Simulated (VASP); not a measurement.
Ca, 2 atoms in the cell. The cell holds a sublattice, 2 atoms: a = 4.944 Å, b = 4.944 Å, c = 4.944 Å, α = 60.00°, β = 60.00°, γ = 60.00°. 

| Property | Result |
| --- | --- |
| Program | VASP 6.6.1 |
| Task | single point |
| Functional | PBE |
| Potentials or basis | VASP PAW PBE potentials, release 64 (Ca_sv) |
| Cutoff | 400 eV |
| k mesh | 8 × 8 × 8 |
| Occupations | gaussian, width 0.1 eV |
| Spin | no spin polarisation |
| Dipole correction | no |
| Further INCAR settings | ALGO = Normal; EDIFF = 1e-06; NBANDS = 17 |

Potentials or basis: VASP PAW PBE potentials, release 64 (Ca_sv).

Command:

```sh
$ cat potpaw_PBE.64/Ca_sv/POTCAR > POTCAR
$ mpirun -np 1 vasp_std > vasp.out
```

Hardware: 1 thread of Intel(R) Xeon(R) Platinum 8559C (Emerald Rapids), with other jobs on the host.

Question: Estimate the wall time of this run.

Answer: It took 13 s on 1 thread of Intel(R) Xeon(R) Platinum 8559C (Emerald Rapids) (shared host), peak memory 0.18 GiB. Counts: scf iterations 12, k points 29.
